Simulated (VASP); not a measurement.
Input of a VASP 6.6.1 run:

File INCAR:

```
SYSTEM = Te
  PREC = Accurate
  ENCUT = 520
  EDIFF = 1E-6
  ISMEAR = 0
  SIGMA = 0.1
  LREAL = .False.
  LASPH = .True.
  NELM = 80
  ALGO = Normal
  ISIF = 2
  LWAVE = .False.
  LCHARG = .False.
  GGA = PE
  NBANDS = 9
```

KPOINTS

```
regular mesh
0
Gamma
  18 18 16
  0 0 0
```

The input POSCAR:

```
Te
1.0
    3.1888757654      0.0000000000      0.0000000000
    0.0000000000      3.1888757654      0.0000000000
    0.0000000000      0.0000000000      3.2241415386
Te
1
Direct
    0.0000000000      0.0000000000      0.5000000000
```

Potentials or basis: VASP PAW PBE potentials, release 64 (Te).

Launch:

```bash
$ cat potpaw_PBE.64/Te/POTCAR > POTCAR
$ mpirun -np 1 vasp_std > vasp.out
```

Task: Estimate the pressure.

Result: -0.1 GPa.

Task: What does it give for the band gap on the k mesh?

Result: Zero (bands 3 and 4 overlap by 5.41 eV).

Caveat: spin-orbit coupling is left out, which moves the levels of the heavy elements.
